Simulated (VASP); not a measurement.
# Ta (Pmmm) in VASP: single point with PBE

Aim: the single point of Ta with PBE.

Program: VASP 6.6.1. These are calculated values, not measurements. Logs are shortened: lines on timing, memory, paths and dates and some standing lists are left out, and cuts for length are marked.

### Step 1. The cell of the first run

It takes space group Pmmm (No. 47, orthorhombic). The conventional cell has a = 2.857 Å, b = 3.017 Å, c = 4.067 Å, α = 90.00°, β = 90.00°, γ = 90.00°. Within 3.8 Å of Ta (site symmetry mmm) lie 4 Ta at 2.86 to 3.02 Å.

### Step 2. Single point, PBE

The input, INCAR:

```
SYSTEM = Ta
  PREC = Accurate
  ENCUT = 520
  EDIFF = 1E-7
  ISMEAR = 0
  SIGMA = 0.1
  LREAL = .FALSE.
  LASPH = .TRUE.
  NELM = 60
  ALGO = Fast
  ISIF = 2
  LWAVE = .FALSE.
  LCHARG = .TRUE.
  GGA = PE
  LELF = .TRUE.
  LVHAR = .TRUE.
  NBANDS = 12
```

The input, KPOINTS:

```
Automatic mesh
0
G
  6 6 4
  0 0 0
```

The input, POSCAR:

```
Ta
1.0
    2.8570973200      0.0000000000      0.0000000000
    0.0000000000      3.0165905300      0.0000000000
    0.0000000000      0.0000000000      4.0673301500
Ta
1
Direct
    0.5000000000      0.0000000000      0.5000000000
```

Potentials or basis: VASP PAW PBE potentials, release 64 (Ta_pv).

The run is started by

```console
> cat potpaw_PBE.64/Ta_pv/POTCAR > POTCAR
> mpirun -np 1 vasp_std > vasp.out
```

OUTCAR:

```text
SYSTEM = Ta
   PREC = Accurate
   ENCUT = 520
   EDIFF = 1E-7
   ISMEAR = 0
   LREAL = .FALSE.
   LASPH = .TRUE.
   NELM = 60
   ISIF = 2
   GGA = PE

 ion  position               nearest neighbor table
   1  0.500  0.000  0.500-

  LATTYP: Found a simple orthorhombic cell.
 ALAT       =     2.8570973200
 B/A-ratio  =     1.0558235132
 C/A-ratio  =     1.4235882416

  Lattice vectors:

 A1 = (   2.8570973200,   0.0000000000,   0.0000000000)
 A2 = (   0.0000000000,   3.0165905300,   0.0000000000)
 A3 = (   0.0000000000,   0.0000000000,   4.0673301500)

Analysis of symmetry for initial positions (statically):
=====================================================================
 Subroutine PRICEL returns:
 Original cell was already a primitive cell.

 Routine SETGRP: Setting up the symmetry group for a
 simple orthorhombic supercell.

 Subroutine GETGRP returns: Found  8 space group operations
 (whereof  8 operations were pure point group operations)
 out of a pool of  8 trial point group operations.

The static configuration has the point symmetry D_2h.

Analysis of symmetry for dynamics (positions and initial velocities):
=====================================================================
 Subroutine PRICEL returns:
 Original cell was already a primitive cell.

 Routine SETGRP: Setting up the symmetry group for a
 simple orthorhombic supercell.

 Subroutine GETGRP returns: Found  8 space group operations
 (whereof  8 operations were pure point group operations)
 out of a pool of  8 trial point group operations.

The dynamic configuration has the point symmetry D_2h.

 Subroutine INISYM returns: Found  8 space group operations
 (whereof  8 operations are pure point group operations),
 and found     1 'primitive' translations

----------------------------------------------------------------------------------------

                                     Primitive cell

  volume of cell :      35.0551

  direct lattice vectors                    reciprocal lattice vectors
     2.857097320  0.000000000  0.000000000     0.350005578  0.000000000  0.000000000
     0.000000000  3.016590530  0.000000000     0.000000000  0.331500079  0.000000000
     0.000000000  0.000000000  4.067330150     0.000000000  0.000000000  0.245861527

  length of vectors
     2.857097320  3.016590530  4.067330150     0.350005578  0.331500079  0.245861527

  position of ions in fractional coordinates (direct lattice)
     0.500000000  0.000000000  0.500000000

  ion indices of the primitive-cell ions
   primitive index   ion index
                 1           1

----------------------------------------------------------------------------------------

 KPOINTS: Automatic mesh

Automatic generation of k-mesh.
 Grid dimensions read from file:
 generate k-points for:    6    6    4

 Generating k-lattice:

  Cartesian coordinates                     Fractional coordinates (reciprocal lattice)
     0.058334263  0.000000000  0.000000000     0.166666667  0.000000000  0.000000000
     0.000000000  0.055250013  0.000000000     0.000000000  0.166666667  0.000000000
     0.000000000  0.000000000  0.061465382     0.000000000  0.000000000  0.250000000

  Length of vectors
     0.058334263  0.055250013  0.061465382

  Shift w.r.t. Gamma in fractional coordinates (k-lattice)
     0.000000000  0.000000000  0.000000000

 Subroutine IBZKPT returns following result:
 ===========================================

 Found     48 irreducible k-points:

 Following reciprocal coordinates:
            Coordinates               Weight
  0.000000  0.000000  0.000000      1.000000
  0.166667  0.000000  0.000000      2.000000
  0.333333  0.000000  0.000000      2.000000
  0.500000  0.000000  0.000000      1.000000
  0.000000  0.166667  0.000000      2.000000
  0.166667  0.166667  0.000000      4.000000
[... 16 lines left out ...]
  0.333333  0.166667  0.250000      8.000000
  0.500000  0.166667  0.250000      4.000000
 [... further k-points ...]
   k-points           NKPTS =     48   k-points in BZ     NKDIM =     48   number of bands    NBANDS=     12
   number of dos      NEDOS =    301   number of ions     NIONS =      1
   total plane-waves  NPLWV =  17280
   dimension x,y,z NGX =    24 NGY =   24 NGZ =   30
   dimension x,y,z NGXF=    48 NGYF=   48 NGZF=   60
   ions per type =               1
   NGX,Y,Z   is equivalent  to a cutoff of  13.96, 13.23, 12.26 a.u.
   NGXF,Y,Z  is equivalent  to a cutoff of  27.93, 26.45, 24.52 a.u.
 SYSTEM =  Ta
   PREC   = accura    normal or accurate (medium, high low for compatibility)
   ISTART =      0    job   : 0-new  1-cont  2-samecut
   ICHARG =      2    charge: 1-file 2-atom 10-const
   ISPIN  =      1    spin polarized calculation?
   LNONCOLLINEAR =      F non collinear calculations
   LSORBIT =      F    spin-orbit coupling
   LASPH  =      T    aspherical Exc in radial PAW
   ENCUT  =  520.0 eV  38.22 Ry    6.18 a.u.   5.31  5.61  7.56*2*pi/ulx,y,z
   NELM   =     60;   NELMIN=  2; NELMDL= -5     # of ELM steps
   EDIFF  = 0.1E-06   stopping-criterion for ELM
   LREAL  =      F    real-space projection
   EDIFFG = 0.1E-05   stopping-criterion for IOM
   NSW    =      0    number of steps for IOM
   IBRION =     -1    ionic relax: 0-MD 1-quasi-New 2-CG
   NFREE  =      0    steps in history (QN), initial steepest desc. (CG)
   ISIF   =      2    stress and relaxation
   ISYM   =      2    0-nonsym 1-usesym 2-fastsym
   POTIM  = 0.5000    time-step for ionic-motion
   TEBEG  =    0.0;   TEEND  =   0.0 temperature during run
   PSTRESS=    0.0 pullay stress
   NELECT =      11.0000    total number of electrons
   NUPDOWN=      -1.0000    fix difference up-down
   EMIN   =  10.00;   EMAX   =-10.00  energy-range for DOS
   EFERMI =   0.00;   METHOD = LEGACY
   ISMEAR =     0;   SIGMA  =   0.10  broadening in eV -4-tet -1-fermi 0-gaus
   EFERMI_NEDOS =   21; number of points for ismear=-14 and -15
   IALGO  =     68    algorithm
   IMIX   =      4    mixing-type and parameters
     AMIX     =   0.40;   BMIX     =  1.00
     AMIX_MAG =   1.60;   BMIX_MAG =  1.00
  volume/ion in A,a.u.               =      35.06       236.56
  Fermi-wavevector in a.u.,A,eV,Ry     =   1.112471  2.102266 16.838464  1.237592
  Thomas-Fermi vector in A             =   2.249046
   LORBIT       =      0    0 simple, 1 ext, 2 COOP (PROOUT), +10 PAW based schemes
   GGA     = PE    functional components
   LHFCALC =     F    Hartree Fock is set to
   AEXX    =    0.0000 exact exchange contribution
   IVDW    =     0    specifies the selected vdW correction
   LEPSILON=     F    determine dielectric tensor
   LRPA    =     F    only Hartree local field effects (RPA)
 non-spin polarized calculation
 RMM-DIIS sequential band-by-band and
 Gauss-broadening in eV      SIGMA  =   0.10
  energy-cutoff  :      520.00
  volume of cell :       35.06
 maximum number of plane-waves:       959
 NGX is ok and might be reduce to    24
   NGX = 11   NGY = 11   NGZ = 15

 number of electron      11.0000001 magnetization

 Free energy of the ion-electron system (eV)
  ---------------------------------------------------
  ext. energy  EPLUGINS =         0.00000000
  ---------------------------------------------------
  free energy    TOTEN  =        -8.90117130 eV

  energy without entropy =       -8.88932419  energy(sigma->0) =       -8.89524774

 E-fermi :   1.3696     XC(G=0):  -9.2806

 val. band max:        1.3383956810   @ k =   0.5000   0.5000   0.0000
 cond. band min:       1.3725927023   @ k =   0.3333   0.1667   0.0000
 fundamental gap:      0.0341970213
 Fermi energy:         1.3696392913

 k-point     1 :       0.0000    0.0000    0.0000
  band No.  band energies     occupation
      1     -33.7867      2.00000
      2     -33.2960      2.00000
      3     -33.0282      2.00000
      4      -4.2923      2.00000
      5      -0.6303      2.00000
      6      -0.1284      2.00000
      7       4.0382      0.00000
      8       4.6582      0.00000
      9       5.8657      0.00000
     10       6.3268      0.00000
     11      12.1492      0.00000
     12      13.9084      0.00000

 k-point     2 :       0.1667    0.0000    0.0000
  band No.  band energies     occupation
      1     -33.7670      2.00000
      2     -33.2786      2.00000
      3     -33.2262      2.00000
      4      -3.5639      2.00000
      5      -0.1000      2.00000
      6       0.3514      2.00000
      7       2.9276      0.00000
      8       4.1537      0.00000
      9       4.8607      0.00000
     10       8.0892      0.00000
     11      11.3649      0.00000
     12      13.0415      0.00000

 k-point     3 :       0.3333    0.0000    0.0000
  band No.  band energies     occupation
      1     -33.7274      2.00000
      2     -33.6060      2.00000
      3     -33.2437      2.00000
      4      -1.9822      2.00000
      5       0.6115      2.00000
      6       1.2245      1.95983
      7       1.9202      0.00000
      8       3.3913      0.00000
      9       4.3959      0.00000
     10       8.9409      0.00000
     11      10.1336      0.00000
     12      11.9437      0.00000
[... 286 lines left out ...]
 k-point    23 :       0.3333    0.1667    0.2500
  band No.  band energies     occupation
      1     -33.7237      2.00000
      2     -33.5926      2.00000
      3     -33.3571      2.00000
      4      -0.9492      2.00000
      5       0.6128      2.00000
      6       1.6912      0.00001
      7       1.9358      0.00000
      8       3.2196      0.00000
      9       3.4359      0.00000
     10       8.1641      0.00000
     11      10.2525      0.00000
     12      13.8835      0.00000

 k-point    24 :       0.5000    0.1667    0.2500
  band No.  band energies     occupation
      1     -33.7738      2.00000
      2     -33.7037      2.00000
      3     -33.3382      2.00000
      4       0.0688      2.00000
      5       0.3213      2.00000
      6       0.9245      2.00000
      7       2.0455      0.00000
      8       3.4402      0.00000
      9       4.8550      0.00000
     10       8.4276      0.00000
     11      10.4873      0.00000
     12      11.0854      0.00000

 [... further k-points ...]
[... 5 lines left out ...]
  --------------------------------------------------------------------------------------
  -------------------------------------------------------------------------------------
  Total       -4.9815300     -4.7253249     -3.3129784      0.0000000      0.0000000      0.0000000
  in kB     -227.6787538   -215.9690078   -151.4182975      0.0000000      0.0000000      0.0000000
  external PRESSURE =    -198.3553530 kB  Pullay stress =       0.0000000 kB

 VOLUME and BASIS-vectors are now :
 -----------------------------------------------------------------------------
  energy-cutoff  :      520.00
  volume of cell :       35.06
      direct lattice vectors                 reciprocal lattice vectors
     2.857097320  0.000000000  0.000000000     0.350005578  0.000000000  0.000000000
     0.000000000  3.016590530  0.000000000     0.000000000  0.331500079  0.000000000
     0.000000000  0.000000000  4.067330150     0.000000000  0.000000000  0.245861527

 POSITION                                       TOTAL-FORCE (eV/Angst)
 -----------------------------------------------------------------------------------
      1.42855      0.00000      2.03367         0.000000      0.000000      0.000000
 -----------------------------------------------------------------------------------
    total drift:                                0.000000     -0.000000     -0.000000

  FREE ENERGIE OF THE ION-ELECTRON SYSTEM (eV)
  ---------------------------------------------------
  free  energy   TOTEN  =        -8.9011713019 eV

  energy  without entropy=       -8.8893241862  energy(sigma->0) =       -8.89524774
```

It took 8.3 s on 1 thread of Intel Xeon 6975P-C (Granite Rapids), shared host; peak memory 0.15 GiB.

What came out:

| Property | Result |
| --- | --- |
| Free energy | -8.9012 eV |
| Pressure | -19.8 GPa |

Stress tensor (GPa, compression positive):
```
-22.77   0.00   0.00
  0.00 -21.60   0.00
  0.00   0.00 -15.14
```

Levels at points of the mesh, in eV from the Fermi level:
```csv
k point,band 4,band 5,band 6,band 7,band 8,band 9
"(0.00, 0.00, 0.00)",-5.66,-2.00,-1.50,2.67,3.29,4.50
"(0.50, 0.00, 0.00)",-2.34,-0.77,-0.17,0.71,1.43,3.15
"(0.00, 0.50, 0.00)",-2.88,-0.57,-0.54,0.22,2.39,3.59
"(0.50, 0.50, 0.00)",-2.65,-0.03,0.44,0.72,4.72,4.78
"(0.00, 0.00, 0.50)",-4.75,-1.93,-0.93,1.40,2.35,3.02
"(0.50, 0.00, 0.50)",-1.90,-1.89,1.48,2.25,2.27,2.93
"(0.00, 0.50, 0.50)",-2.46,-1.78,1.71,2.03,2.43,2.84
"(0.50, 0.50, 0.50)",-2.47,-0.79,-0.32,2.74,6.20,6.49
```

Caveat: the k points lie up to 0.39 Å⁻¹ apart; spin-orbit coupling is left out, which moves the levels of the heavy elements.
